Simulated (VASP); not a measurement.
# SiC (I-4m2) in VASP: notebook, part 2 of 2

VASP 6.6.1. Earlier steps stand in the parts before.

### Step 4. Single point, PBEsol (in-plane strain -0.005)

The input, INCAR:

```
ALGO = Normal
EDIFF = 1E-6
ENCUT = 520
GGA = PS
ISIF = 2
ISMEAR = 0
LASPH = True
LCHARG = True
LELF = True
LREAL = False
LVHAR = True
LWAVE = False
NBANDS = 11
NELM = 100
PREC = Accurate
SIGMA = 0.01
```

The input, KPOINTS:

```
k-points
0
Gamma
  10 10 10
```

The input, POSCAR:

```
SiC
1.0
    2.1675225826      2.1675225826      0.0000000000
   -2.1675225826      2.1675225826      0.0000000000
    0.0000000000      2.1675225826      2.1849498998
Si C
1 1
Direct
    0.0000000000      0.0000000000      0.0000000000
    0.7500000000      0.2500000000      0.5000000000
```

Potentials or basis: VASP PAW PBE potentials, release 64 (Si, C).

Run with:

```sh
cat potpaw_PBE.64/Si/POTCAR potpaw_PBE.64/C/POTCAR > POTCAR
mpirun -np 1 vasp_std > vasp.out
```

OUTCAR:

```text
EDIFF = 1E-6
   ENCUT = 520
   GGA = PS
   ISIF = 2
   ISMEAR = 0
   LASPH = True
   LREAL = False
   NELM = 100
   PREC = Accurate

 ion  position               nearest neighbor table
   1  0.000  0.000  0.000-   2 1.88   2 1.88   2 1.88   2 1.88
   2  0.750  0.250  0.500-   1 1.88   1 1.88   1 1.88   1 1.88

  LATTYP: Found a body centered tetragonal cell.
 ALAT       =     3.0653398331
 C/A-ratio  =     1.4255841236

  Lattice vectors:

 A1 = (   2.1675225826,   0.0000000000,  -2.1849498998)
 A2 = (  -2.1675225826,   0.0000000000,  -2.1849498998)
 A3 = (   0.0000000000,   2.1675225826,   2.1849498998)

Analysis of symmetry for initial positions (statically):
=====================================================================
 Subroutine PRICEL returns:
 Original cell was already a primitive cell.

 Routine SETGRP: Setting up the symmetry group for a
 body centered tetragonal supercell.

 Subroutine GETGRP returns: Found  8 space group operations
 (whereof  8 operations were pure point group operations)
 out of a pool of 16 trial point group operations.

The static configuration has the point symmetry D_2d.

Analysis of symmetry for dynamics (positions and initial velocities):
=====================================================================
 Subroutine PRICEL returns:
 Original cell was already a primitive cell.

 Routine SETGRP: Setting up the symmetry group for a
 body centered tetragonal supercell.

 Subroutine GETGRP returns: Found  8 space group operations
 (whereof  8 operations were pure point group operations)
 out of a pool of 16 trial point group operations.

The dynamic configuration has the point symmetry D_2d.

 Subroutine INISYM returns: Found  8 space group operations
 (whereof  8 operations are pure point group operations),
 and found     1 'primitive' translations

----------------------------------------------------------------------------------------

                                     Primitive cell

  volume of cell :      20.5305

  direct lattice vectors                    reciprocal lattice vectors
     2.167522583  2.167522583  0.000000000     0.230678104  0.230678104 -0.228838199
    -2.167522583  2.167522583  0.000000000    -0.230678104  0.230678104 -0.228838199
     0.000000000  2.167522583  2.184949900     0.000000000  0.000000000  0.457676398

  length of vectors
     3.065339833  3.065339833  3.077687478     0.398486759  0.398486759  0.457676398

  position of ions in fractional coordinates (direct lattice)
     0.000000000  0.000000000  0.000000000
     0.750000000  0.250000000  0.500000000

  ion indices of the primitive-cell ions
   primitive index   ion index
                 1           1
                 2           2

----------------------------------------------------------------------------------------

 KPOINTS: k-points

Automatic generation of k-mesh.
 Grid dimensions read from file:
 generate k-points for:   10   10   10

 Generating k-lattice:

  Cartesian coordinates                     Fractional coordinates (reciprocal lattice)
     0.023067810  0.023067810 -0.022883820     0.100000000  0.000000000  0.000000000
    -0.023067810  0.023067810 -0.022883820     0.000000000  0.100000000  0.000000000
     0.000000000  0.000000000  0.045767640     0.000000000  0.000000000  0.100000000

  Length of vectors
     0.039848676  0.039848676  0.045767640

  Shift w.r.t. Gamma in fractional coordinates (k-lattice)
     0.000000000  0.000000000  0.000000000

 Subroutine IBZKPT returns following result:
 ===========================================

 Found    102 irreducible k-points:

 Following reciprocal coordinates:
            Coordinates               Weight
  0.000000  0.000000  0.000000      1.000000
  0.100000  0.000000 -0.000000      8.000000
  0.200000  0.000000 -0.000000      8.000000
  0.300000  0.000000  0.000000      8.000000
  0.400000  0.000000 -0.000000      8.000000
  0.500000  0.000000  0.000000      4.000000
[... 16 lines left out ...]
  0.300000  0.300000  0.000000      8.000000
  0.400000  0.300000 -0.000000     16.000000
 [... further k-points ...]
   k-points           NKPTS =    102   k-points in BZ     NKDIM =    102   number of bands    NBANDS=     11
   number of dos      NEDOS =    301   number of ions     NIONS =      2
   total plane-waves  NPLWV =  13824
   dimension x,y,z NGX =    24 NGY =   24 NGZ =   24
   dimension x,y,z NGXF=    48 NGYF=   48 NGZF=   48
   ions per type =               1   1
   NGX,Y,Z   is equivalent  to a cutoff of  13.02, 13.02, 12.96 a.u.
   NGXF,Y,Z  is equivalent  to a cutoff of  26.03, 26.03, 25.93 a.u.
 SYSTEM =  unknown system
   PREC   = accura    normal or accurate (medium, high low for compatibility)
   ISTART =      0    job   : 0-new  1-cont  2-samecut
   ICHARG =      2    charge: 1-file 2-atom 10-const
   ISPIN  =      1    spin polarized calculation?
   LNONCOLLINEAR =      F non collinear calculations
   LSORBIT =      F    spin-orbit coupling
   LASPH  =      T    aspherical Exc in radial PAW
   ENCUT  =  520.0 eV  38.22 Ry    6.18 a.u.   5.70  5.70  5.72*2*pi/ulx,y,z
   NELM   =    100;   NELMIN=  2; NELMDL= -5     # of ELM steps
   EDIFF  = 0.1E-05   stopping-criterion for ELM
   LREAL  =      F    real-space projection
   EDIFFG = 0.1E-04   stopping-criterion for IOM
   NSW    =      0    number of steps for IOM
   IBRION =     -1    ionic relax: 0-MD 1-quasi-New 2-CG
   NFREE  =      0    steps in history (QN), initial steepest desc. (CG)
   ISIF   =      2    stress and relaxation
   ISYM   =      2    0-nonsym 1-usesym 2-fastsym
   POTIM  = 0.5000    time-step for ionic-motion
   TEBEG  =    0.0;   TEEND  =   0.0 temperature during run
   PSTRESS=    0.0 pullay stress
   NELECT =       8.0000    total number of electrons
   NUPDOWN=      -1.0000    fix difference up-down
   EMIN   =  10.00;   EMAX   =-10.00  energy-range for DOS
   EFERMI =   0.00;   METHOD = LEGACY
   ISMEAR =     0;   SIGMA  =   0.01  broadening in eV -4-tet -1-fermi 0-gaus
   EFERMI_NEDOS =   21; number of points for ismear=-14 and -15
   IALGO  =     38    algorithm
   IMIX   =      4    mixing-type and parameters
     AMIX     =   0.40;   BMIX     =  1.00
     AMIX_MAG =   1.60;   BMIX_MAG =  1.00
  volume/ion in A,a.u.               =      10.27        69.27
  Fermi-wavevector in a.u.,A,eV,Ry     =   1.195745  2.259630 19.453694  1.429806
  Thomas-Fermi vector in A             =   2.331703
   LORBIT       =      0    0 simple, 1 ext, 2 COOP (PROOUT), +10 PAW based schemes
   GGA     = PS    functional components
   LHFCALC =     F    Hartree Fock is set to
   AEXX    =    0.0000 exact exchange contribution
   IVDW    =     0    specifies the selected vdW correction
   LEPSILON=     F    determine dielectric tensor
   LRPA    =     F    only Hartree local field effects (RPA)
 non-spin polarized calculation
 Gauss-broadening in eV      SIGMA  =   0.01
  energy-cutoff  :      520.00
  volume of cell :       20.53
 maximum number of plane-waves:       568
   NGX = 11   NGY = 11   NGZ = 11

 number of electron       8.0000001 magnetization

 Free energy of the ion-electron system (eV)
  ---------------------------------------------------
  ext. energy  EPLUGINS =         0.00000000
  ---------------------------------------------------
  free energy    TOTEN  =       -15.91318657 eV

  energy without entropy =      -15.91318657  energy(sigma->0) =      -15.91318657

 E-fermi :   8.3129     XC(G=0): -11.5388

 val. band max:        8.1634351498   @ k =   0.0000   0.0000   0.0000
 cond. band min:       9.3474527817   @ k =   0.5000   0.5000   0.0000
 fundamental gap:      1.1840176318
 Fermi energy:         8.3129328046

 k-point     1 :       0.0000    0.0000    0.0000
  band No.  band energies     occupation
      1      -7.3411      2.00000
      2       8.1084      2.00000
      3       8.1634      2.00000
      4       8.1634      2.00000
      5      14.4228      0.00000
      6      15.4351      0.00000
      7      15.4351      0.00000
      8      15.4551      0.00000
      9      22.5209      0.00000
     10      22.7706      0.00000
     11      24.5290      0.00000
[... 309 lines left out ...]
 k-point    24 :       0.4000    0.3000   -0.0000
  band No.  band energies     occupation
      1      -2.5467      2.00000
      2       0.7478      2.00000
      3       2.8520      2.00000
      4       5.7806      2.00000
      5      11.6329      0.00000
      6      16.7725      0.00000
      7      18.9900      0.00000
      8      19.6161      0.00000
      9      21.3792      0.00000
     10      23.6131      0.00000
     11      29.5927      0.00000

 [... further k-points ...]

------------------------ aborting loop because EDIFF is reached ----------------------------------------

  FORCE on cell =-STRESS in cart. coord.  units (eV):
  Direction    XX          YY          ZZ          XY          YZ          ZX
  --------------------------------------------------------------------------------------
  -------------------------------------------------------------------------------------
  Total        0.3356833      0.3356833      0.0721069      0.0000000      0.0000000      0.0000000
  in kB       26.1963962     26.1963962      5.6271555      0.0000000      0.0000000      0.0000000
  external PRESSURE =      19.3399827 kB  Pullay stress =       0.0000000 kB

 VOLUME and BASIS-vectors are now :
 -----------------------------------------------------------------------------
  energy-cutoff  :      520.00
  volume of cell :       20.53
      direct lattice vectors                 reciprocal lattice vectors
     2.167522583  2.167522583  0.000000000     0.230678104  0.230678104 -0.228838199
    -2.167522583  2.167522583  0.000000000    -0.230678104  0.230678104 -0.228838199
     0.000000000  2.167522583  2.184949900     0.000000000  0.000000000  0.457676398

 POSITION                                       TOTAL-FORCE (eV/Angst)
 -----------------------------------------------------------------------------------
      0.00000      0.00000      0.00000         0.000000     -0.000000      0.000000
      1.08376      3.25128      1.09247        -0.000000      0.000000      0.000000
 -----------------------------------------------------------------------------------
    total drift:                                0.000000      0.000000     -0.000000

  FREE ENERGIE OF THE ION-ELECTRON SYSTEM (eV)
  ---------------------------------------------------
  free  energy   TOTEN  =       -15.9131865704 eV

  energy  without entropy=      -15.9131865704  energy(sigma->0) =      -15.91318657
```

Run time: 27 s. Hardware: 1 thread of Intel Xeon 8259CL, shared host; peak memory 0.15 GiB.

Results:

```yaml
Free_energy: -15.9132 eV
Pressure: 1.9 GPa
Band_gap_on_the_k_mesh: 1.18 eV, indirect (least direct gap 4.44 eV)
```

Levels at points of the mesh, in eV from the valence-band top:
```csv
k point,band 1,band 2,band 3,band 4,band 5,band 6,band 7,band 8
"(0.00, 0.00, 0.00)",-15.50,-0.05,0.00,0.00,6.26,7.27,7.27,7.29
"(0.50, 0.00, 0.00)",-11.87,-8.66,-1.13,-1.03,5.42,7.10,7.21,9.94
"(0.50, 0.50, 0.00)",-10.38,-7.84,-3.28,-3.27,1.18,4.16,13.89,14.14
"(0.00, 0.00, 0.50)",-10.44,-7.94,-3.19,-3.19,1.26,4.30,14.05,14.05
```

Caveat: the cell differs from its parent crystal (in-plane strain -0.005); the PAW data sets were made with another functional, which shifts forces and pressure a little.
